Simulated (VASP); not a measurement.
A run of VASP 6.6.1 is set up as follows.

Contents of POSCAR:

```
MoS
1.0
    0.0000000000      2.7339415185      2.7339415185
    2.7339415185      0.0000000000      2.7339415185
    2.7339415185      2.7339415185      0.0000000000
Mo S
1 1
Direct
    0.0000000000      0.0000000000      0.0000000000
    0.5000000000      0.5000000000      0.5000000000
```

File INCAR.step1:

```
PREC     = Accurate       # precision mode
ENCUT    = 600            # plane-wave cutoff, eV
ISMEAR   = 0              # smearing method
SIGMA    = 0.1            # smearing width, eV
LREAL    = False          # projectors in reciprocal space
LASPH    = True           # aspherical terms in the spheres
NELM     = 150            # most SCF steps
LMAXMIX  = 4              # l up to which the mixer works
LDAU     = True           # DFT+U
LDAUTYPE = 2            
LDAUL    = 2 -1           # shell
LDAUU    = 4.38 0         # U, eV
LDAUJ    = 0 0          
GGA      = PE             # functional
ALGO     = Normal         # electronic algorithm
EDIFF    = 1E-4           # SCF threshold, eV
LWAVE    = True           # write WAVECAR
LCHARG   = False          # write CHGCAR
```

INCAR.step2

```
PREC     = Accurate       # precision mode
ENCUT    = 600            # plane-wave cutoff, eV
EDIFF    = 1E-6           # SCF threshold, eV
ISMEAR   = 0              # smearing method
SIGMA    = 0.1            # smearing width, eV
LREAL    = False          # projectors in reciprocal space
LASPH    = True           # aspherical terms in the spheres
NELM     = 150            # most SCF steps
ALGO     = Normal         # electronic algorithm
ISIF     = 3              # what is computed and relaxed
LWAVE    = False          # write WAVECAR
LCHARG   = False          # write CHGCAR
LMAXMIX  = 4              # l up to which the mixer works
LDAU     = True           # DFT+U
LDAUTYPE = 2            
LDAUL    = 2 -1           # shell
LDAUU    = 4.38 0         # U, eV
LDAUJ    = 0 0          
LDAUPRINT= 1            
METAGGA  = R2SCAN         # meta-GGA
LMIXTAU  = True         
IBRION   = 2              # ionic algorithm
NSW      = 80             # ionic steps
EDIFFG   = -0.01          # ionic threshold
ISTART   = 1
```

The input KPOINTS:

```
regular mesh
0
Gamma
  14 14 14
```

Potentials or basis: VASP PAW PBE potentials, release 64 (Mo_sv, S).

The run is started by

```bash
$ cat potpaw_PBE.64/Mo_sv/POTCAR potpaw_PBE.64/S/POTCAR > POTCAR
$ cp INCAR.step1 INCAR
$ mpirun -np 1 vasp_std > vasp.out
$ cp INCAR.step2 INCAR
$ mpirun -np 1 vasp_std > vasp.out
```

Task: Predict the space group after relaxing (to 0.1 Å).

Result: Fm-3m (No. 225).

Task: Predict the relaxed volume.

Result: 16.05 Å³/atom.

Task: What does it give for the band gap on the k mesh?

Result: Zero (bands 10 and 11 overlap by 2.80 eV).

Task: Estimate the relaxed cell.

Result: a = 3.567 Å, b = 3.567 Å, c = 3.567 Å, α = 60.00°, β = 60.00°, γ = 60.00°.

Final structure:
```cif
data_structure
_symmetry_space_group_name_H-M 'P 1'
_symmetry_Int_Tables_number 1
_cell_length_a 3.5675
_cell_length_b 3.5675
_cell_length_c 3.5675
_cell_angle_alpha 60.000
_cell_angle_beta 60.000
_cell_angle_gamma 60.000
_cell_volume 32.10
loop_
_atom_site_label
_atom_site_type_symbol
_atom_site_fract_x
_atom_site_fract_y
_atom_site_fract_z
_atom_site_occupancy
Mo1 Mo 0.00000 0.00000 0.00000 1
S1 S 0.50000 0.50000 0.50000 1
```

Caveat: the volume moved by over 15 % at a fixed basis, so the end points are rough; the PAW data sets were made with another functional, which shifts forces and pressure a little; U without spin polarisation on a metal has little footing.
